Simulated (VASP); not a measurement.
Runs of VASP 6.6.1 on Sn. It takes space group Fd-3m (No. 227, cubic). Conventional cell: a = 6.467 Å, b = 6.467 Å, c = 6.467 Å, α = 90.00°, β = 90.00°, γ = 90.00°. Within 3.7 Å of Sn (site symmetry -43m) lie 4 Sn at 2.80 Å. 

| smearing | gap on the mesh (eV) | pressure (GPa) |
| --- | --- | --- |
| fermi-dirac 0.1 eV | none | 3.8 |
| fermi-dirac 0.5 eV | none | 4.7 |
| fermi-dirac 0.3 eV | none | (a) |
| fermi-dirac 0.2 eV | none | 3.9 |

Alike in all rows: task single point; level PBE; potentials or basis VASP PAW PBE potentials, release 64 (Sn_d); no spin polarisation; cell as given; k mesh 9 × 9 × 9; cutoff (eV) 520.

Estimate the missing entries.

(a) 4.0.

Caveats: spin-orbit coupling is left out, which moves the levels of the heavy elements.

A k mesh can miss the band edges, and the runs leave out spin-orbit coupling on Sn.

A gap of «none» marks levels without a gap at the run's occupations.
